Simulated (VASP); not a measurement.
Crystal: ScAl2.

```
Sc Al
1.0
     0.00000    3.77765    3.77765
     3.77765    0.00000    3.77765
     3.77765    3.77765    0.00000
Sc Al
2 4
Direct
  0.50000 0.50000 0.50000
  0.75000 0.75000 0.75000
  0.12500 0.12500 0.12500
  0.62500 0.12500 0.12500
  0.12500 0.62500 0.12500
  0.12500 0.12500 0.62500
```

Base run:

- Program: VASP 6.6.1
- Functional: PBEsol
- Potentials or basis: VASP PAW PBE potentials, release 64 (Sc_sv, Al)
- Cutoff: 520 eV
- k mesh: 8 × 8 × 8
- Occupations: gaussian, width 0.1 eV
- Spin: no spin polarisation

Its results: band gap on the k mesh zero (bands 17 and 18 overlap by 2.36 eV); pressure -0.9 GPa.

Task: The run is repeated on the same cell with these changes: k mesh from 8 × 8 × 8 to 1 × 1 × 1. What comes out?

Result: Band gap on the k mesh zero (filled and empty bands touch); pressure -0.3 GPa.

Caveats: some runs use coarse meshes; the PAW data sets were made with another functional, which shifts forces and pressure a little.
